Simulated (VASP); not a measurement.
# TiH4 (P6/mmm) in VASP: a series of runs, part 2 of 3

VASP 6.6.1. Earlier steps stand in the parts before.

### Step 3. Single point, PBE

Contents of INCAR:

```
SYSTEM = TiH4
PREC = Accurate
ENCUT = 520
EDIFF = 1E-7
ISMEAR = 0
SIGMA = 0.1
LREAL = .FALSE.
LASPH = .TRUE.
NELM = 100
ALGO = Normal
ISIF = 2
LWAVE = .FALSE.
LCHARG = .FALSE.
GGA = PE
NBANDS = 16
```

Contents of KPOINTS:

```
Automatic mesh
0
G
  12 12 10
  0 0 0
```

Contents of POSCAR:

```
TiH4
1.0
    2.9111940703      0.0000000000      0.0000000000
   -1.4555970351      2.5211680202      0.0000000000
    0.0000000000      0.0000000000      4.4187509289
Ti H
1 4
Direct
    0.0000000000      0.0000000000      0.5000000000
    0.0000000000      0.0000000000      0.8971008446
    0.0000000000      0.0000000000      0.1028991554
    0.3333333333      0.6666666667      0.0000000000
    0.6666666667      0.3333333333      0.0000000000
```

Potentials or basis: VASP PAW PBE potentials, release 64 (Ti_sv, H).

On the command line:

```console
cat potpaw_PBE.64/Ti_sv/POTCAR potpaw_PBE.64/H/POTCAR > POTCAR
mpirun -np 1 vasp_std > vasp.out
```

OUTCAR:

```text
SYSTEM = TiH4
   PREC = Accurate
   ENCUT = 520
   EDIFF = 1E-7
   ISMEAR = 0
   LREAL = .FALSE.
   LASPH = .TRUE.
   NELM = 100
   ISIF = 2
   GGA = PE

 ion  position               nearest neighbor table
   1  0.000  0.000  0.500-   2 1.75   3 1.75
   2  0.000  0.000  0.897-   1 1.75
   3  0.000  0.000  0.103-   1 1.75
   4  0.333  0.667  0.000-
   5  0.667  0.333  0.000-

  LATTYP: Found a hexagonal cell.
 ALAT       =     2.9111940703
 C/A-ratio  =     1.5178482857

  Lattice vectors:

 A1 = (   2.9111940703,   0.0000000000,   0.0000000000)
 A2 = (  -1.4555970351,   2.5211680202,   0.0000000000)
 A3 = (   0.0000000000,   0.0000000000,   4.4187509289)

Analysis of symmetry for initial positions (statically):
=====================================================================
 Subroutine PRICEL returns:
 Original cell was already a primitive cell.

 Routine SETGRP: Setting up the symmetry group for a
 hexagonal supercell.

 Subroutine GETGRP returns: Found 24 space group operations
 (whereof 24 operations were pure point group operations)
 out of a pool of 24 trial point group operations.

The static configuration has the point symmetry D_6h.

Analysis of symmetry for dynamics (positions and initial velocities):
=====================================================================
 Subroutine PRICEL returns:
 Original cell was already a primitive cell.

 Routine SETGRP: Setting up the symmetry group for a
 hexagonal supercell.

 Subroutine GETGRP returns: Found 24 space group operations
 (whereof 24 operations were pure point group operations)
 out of a pool of 24 trial point group operations.

The dynamic configuration has the point symmetry D_6h.

 Subroutine INISYM returns: Found 24 space group operations
 (whereof 24 operations are pure point group operations),
 and found     1 'primitive' translations

----------------------------------------------------------------------------------------

                                     Primitive cell

  volume of cell :      32.4319

  direct lattice vectors                    reciprocal lattice vectors
     2.911194070  0.000000000  0.000000000     0.343501661  0.198320777  0.000000000
    -1.455597035  2.521168020  0.000000000     0.000000000  0.396641553  0.000000000
     0.000000000  0.000000000  4.418750929     0.000000000  0.000000000  0.226308298

  length of vectors
     2.911194070  2.911194070  4.418750929     0.396641553  0.396641553  0.226308298

  position of ions in fractional coordinates (direct lattice)
     0.000000000  0.000000000  0.500000000
     0.000000000  0.000000000  0.897100845
     0.000000000  0.000000000  0.102899155
     0.333333333  0.666666667  0.000000000
     0.666666667  0.333333333  0.000000000

  ion indices of the primitive-cell ions
   primitive index   ion index
                 1           1
                 2           2
                 3           3
                 4           4
                 5           5

----------------------------------------------------------------------------------------

 KPOINTS: Automatic mesh

Automatic generation of k-mesh.
 Grid dimensions read from file:
 generate k-points for:   12   12   10

 Generating k-lattice:

  Cartesian coordinates                     Fractional coordinates (reciprocal lattice)
     0.028625138  0.016526731  0.000000000     0.083333333  0.000000000  0.000000000
     0.000000000  0.033053463  0.000000000     0.000000000  0.083333333  0.000000000
     0.000000000  0.000000000  0.022630830     0.000000000  0.000000000  0.100000000

  Length of vectors
     0.033053463  0.033053463  0.022630830

  Shift w.r.t. Gamma in fractional coordinates (k-lattice)
     0.000000000  0.000000000  0.000000000

 Subroutine IBZKPT returns following result:
 ===========================================

 Found    114 irreducible k-points:

 Following reciprocal coordinates:
            Coordinates               Weight
  0.000000  0.000000  0.000000      1.000000
  0.083333  0.000000  0.000000      6.000000
  0.166667  0.000000  0.000000      6.000000
  0.250000  0.000000  0.000000      6.000000
  0.333333  0.000000  0.000000      6.000000
  0.416667  0.000000  0.000000      6.000000
[... 16 lines left out ...]
  0.250000  0.000000  0.100000     12.000000
  0.333333  0.000000  0.100000     12.000000
 [... further k-points ...]
   k-points           NKPTS =    114   k-points in BZ     NKDIM =    114   number of bands    NBANDS=     16
   number of dos      NEDOS =    301   number of ions     NIONS =      5
   total plane-waves  NPLWV =  20736
   dimension x,y,z NGX =    24 NGY =   24 NGZ =   36
   dimension x,y,z NGXF=    48 NGYF=   48 NGZF=   72
   ions per type =               1   4
   NGX,Y,Z   is equivalent  to a cutoff of  13.71, 13.71, 13.54 a.u.
   NGXF,Y,Z  is equivalent  to a cutoff of  27.41, 27.41, 27.09 a.u.
 SYSTEM =  TiH4
   PREC   = accura    normal or accurate (medium, high low for compatibility)
   ISTART =      0    job   : 0-new  1-cont  2-samecut
   ICHARG =      2    charge: 1-file 2-atom 10-const
   ISPIN  =      1    spin polarized calculation?
   LNONCOLLINEAR =      F non collinear calculations
   LSORBIT =      F    spin-orbit coupling
   LASPH  =      T    aspherical Exc in radial PAW
   ENCUT  =  520.0 eV  38.22 Ry    6.18 a.u.   5.41  5.41  8.22*2*pi/ulx,y,z
   NELM   =    100;   NELMIN=  2; NELMDL= -5     # of ELM steps
   EDIFF  = 0.1E-06   stopping-criterion for ELM
   LREAL  =      F    real-space projection
   EDIFFG = 0.1E-05   stopping-criterion for IOM
   NSW    =      0    number of steps for IOM
   IBRION =     -1    ionic relax: 0-MD 1-quasi-New 2-CG
   NFREE  =      0    steps in history (QN), initial steepest desc. (CG)
   ISIF   =      2    stress and relaxation
   ISYM   =      2    0-nonsym 1-usesym 2-fastsym
   POTIM  = 0.5000    time-step for ionic-motion
   TEBEG  =    0.0;   TEEND  =   0.0 temperature during run
   PSTRESS=    0.0 pullay stress
   NELECT =      16.0000    total number of electrons
   NUPDOWN=      -1.0000    fix difference up-down
   EMIN   =  10.00;   EMAX   =-10.00  energy-range for DOS
   EFERMI =   0.00;   METHOD = LEGACY
   ISMEAR =     0;   SIGMA  =   0.10  broadening in eV -4-tet -1-fermi 0-gaus
   EFERMI_NEDOS =   21; number of points for ismear=-14 and -15
   IALGO  =     38    algorithm
   IMIX   =      4    mixing-type and parameters
     AMIX     =   0.40;   BMIX     =  1.00
     AMIX_MAG =   1.60;   BMIX_MAG =  1.00
  volume/ion in A,a.u.               =       6.49        43.77
  Fermi-wavevector in a.u.,A,eV,Ry     =   1.293572  2.444497 22.767023  1.673329
  Thomas-Fermi vector in A             =   2.425209
   LORBIT       =      0    0 simple, 1 ext, 2 COOP (PROOUT), +10 PAW based schemes
   GGA     = PE    functional components
   LHFCALC =     F    Hartree Fock is set to
   AEXX    =    0.0000 exact exchange contribution
   IVDW    =     0    specifies the selected vdW correction
   LEPSILON=     F    determine dielectric tensor
   LRPA    =     F    only Hartree local field effects (RPA)
 non-spin polarized calculation
 Gauss-broadening in eV      SIGMA  =   0.10
  energy-cutoff  :      520.00
  volume of cell :       32.43
 maximum number of plane-waves:       905
 NGX is ok and might be reduce to    24
   NGX = 11   NGY = 11   NGZ = 17

 number of electron      15.9999997 magnetization

 Free energy of the ion-electron system (eV)
  ---------------------------------------------------
  ext. energy  EPLUGINS =         0.00000000
  ---------------------------------------------------
  free energy    TOTEN  =       -16.34651646 eV

  energy without entropy =      -16.33873784  energy(sigma->0) =      -16.34262715

 E-fermi :   5.0724     XC(G=0): -10.7625

 val. band max:        5.0420084262   @ k =   0.4167   0.1667   0.2000
 cond. band min:       5.0866285808   @ k =   0.1667   0.0833   0.2000
 fundamental gap:      0.0446201546
 Fermi energy:         5.0723953577

 k-point     1 :       0.0000    0.0000    0.0000
  band No.  band energies     occupation
      1     -51.7752      2.00000
      2     -28.0581      2.00000
      3     -27.7697      2.00000
      4     -27.7697      2.00000
      5      -7.6126      2.00000
      6       1.9468      2.00000
[... 8 lines left out ...]
     15      18.6147      0.00000
     16      19.8391      0.00000
[... 420 lines left out ...]
  band No.  band energies     occupation
      1     -51.7156      2.00000
      2     -28.1459      2.00000
      3     -28.0016      2.00000
      4     -27.8566      2.00000
      5      -5.3488      2.00000
      6       1.7772      2.00000
[... 8 lines left out ...]
     15      15.3236      0.00000
     16      16.5556      0.00000

 [... further k-points ...]
[... 5 lines left out ...]
  --------------------------------------------------------------------------------------
  -------------------------------------------------------------------------------------
  Total       -0.0763245     -0.0763245     -0.0258914     -0.0000000      0.0000000      0.0000000
  in kB       -3.7705264     -3.7705264     -1.2790687     -0.0000000      0.0000000      0.0000000
  external PRESSURE =      -2.9400405 kB  Pullay stress =       0.0000000 kB

 VOLUME and BASIS-vectors are now :
 -----------------------------------------------------------------------------
  energy-cutoff  :      520.00
  volume of cell :       32.43
      direct lattice vectors                 reciprocal lattice vectors
     2.911194070  0.000000000  0.000000000     0.343501661  0.198320777  0.000000000
    -1.455597035  2.521168020  0.000000000     0.000000000  0.396641553  0.000000000
     0.000000000  0.000000000  4.418750929     0.000000000  0.000000000  0.226308298

 POSITION                                       TOTAL-FORCE (eV/Angst)
 -----------------------------------------------------------------------------------
      0.00000      0.00000      2.20938         0.000000     -0.000000     -0.000000
      0.00000      0.00000      3.96407        -0.000000     -0.000000      0.002665
      0.00000      0.00000      0.45469         0.000000      0.000000     -0.002665
     -0.00000      1.68078      0.00000        -0.000000      0.000000     -0.000000
      1.45560      0.84039      0.00000         0.000000     -0.000000      0.000000
 -----------------------------------------------------------------------------------
    total drift:                                0.000000      0.000000      0.000000

  FREE ENERGIE OF THE ION-ELECTRON SYSTEM (eV)
  ---------------------------------------------------
  free  energy   TOTEN  =       -16.3465164557 eV

  energy  without entropy=      -16.3387378361  energy(sigma->0) =      -16.34262715
```

OSZICAR:

```text
N       E                     dE             d eps       ncg     rms          rms(c)
DAV:   1     0.112688144166E+03    0.11269E+03   -0.77920E+03  3672   0.108E+03
DAV:   2    -0.757535246700E+01   -0.12026E+03   -0.11445E+03  3840   0.300E+02
DAV:   3    -0.182062436021E+02   -0.10631E+02   -0.10303E+02  6376   0.718E+01
DAV:   4    -0.185019125007E+02   -0.29567E+00   -0.29535E+00  4128   0.112E+01
DAV:   5    -0.185106946507E+02   -0.87821E-02   -0.87816E-02  5032   0.147E+00    0.101E+01
DAV:   6    -0.177178310001E+02    0.79286E+00   -0.84790E+00  4848   0.326E+01    0.751E+00
DAV:   7    -0.163651197850E+02    0.13527E+01   -0.19111E+00  4576   0.167E+01    0.259E+00
DAV:   8    -0.163476491142E+02    0.17471E-01   -0.20004E-01  4472   0.481E+00    0.739E-01
DAV:   9    -0.163455784128E+02    0.20707E-02   -0.18146E-02  4352   0.157E+00    0.380E-01
DAV:  10    -0.163465952385E+02   -0.10168E-02   -0.50428E-03  4464   0.804E-01    0.578E-02
DAV:  11    -0.163465182758E+02    0.76963E-04   -0.53323E-04  4528   0.248E-01    0.353E-02
DAV:  12    -0.163465237951E+02   -0.55193E-05   -0.26383E-05  4432   0.422E-02    0.207E-02
DAV:  13    -0.163465158206E+02    0.79745E-05   -0.38122E-06  4768   0.180E-02    0.177E-03
DAV:  14    -0.163465162251E+02   -0.40453E-06   -0.23789E-07  4184   0.434E-03    0.685E-04
DAV:  15    -0.163465163603E+02   -0.13519E-06   -0.23512E-08  2520   0.144E-03    0.377E-04
DAV:  16    -0.163465164557E+02   -0.95377E-07   -0.61831E-09  2160   0.745E-04
   1 F= -.16346516E+02 E0= -.16342627E+02  d E =-.777862E-02
```

stdout:

```text
POSCAR found type information on POSCAR TiH
 POSCAR found :  2 types and       5 ions
 scaLAPACK will be used
 LDA part: xc-table for (Slater+PW92), standard interpolation
 POSCAR, INCAR and KPOINTS ok, starting setup
 FFT: planning ... GRIDC
 FFT: planning ... GRID_SOFT
 FFT: planning ... GRID
 WAVECAR not read
 entering main loop
```

Run time: 95 s. Hardware: 1 thread of Intel Xeon 8259CL, shared host; peak memory 0.19 GiB.

Results:

- Free energy: -16.3465 eV
- Pressure: -0.3 GPa
- Band gap on the k mesh: zero (bands 8 and 9 overlap by 1.64 eV)

Forces in eV/Å, atoms in the order of the input:
```
Ti   0.000  0.000  0.000
H    0.000  0.000  0.003
H    0.000  0.000 -0.003
H    0.000  0.000  0.000
H    0.000  0.000  0.000
```

Stress tensor (GPa, compression positive):
```
-0.38  0.00  0.00
 0.00 -0.38  0.00
 0.00  0.00 -0.13
```

[end of part 2 of 3]

The gap in the log of VASP goes by the Fermi energy; the results here count the filled bands.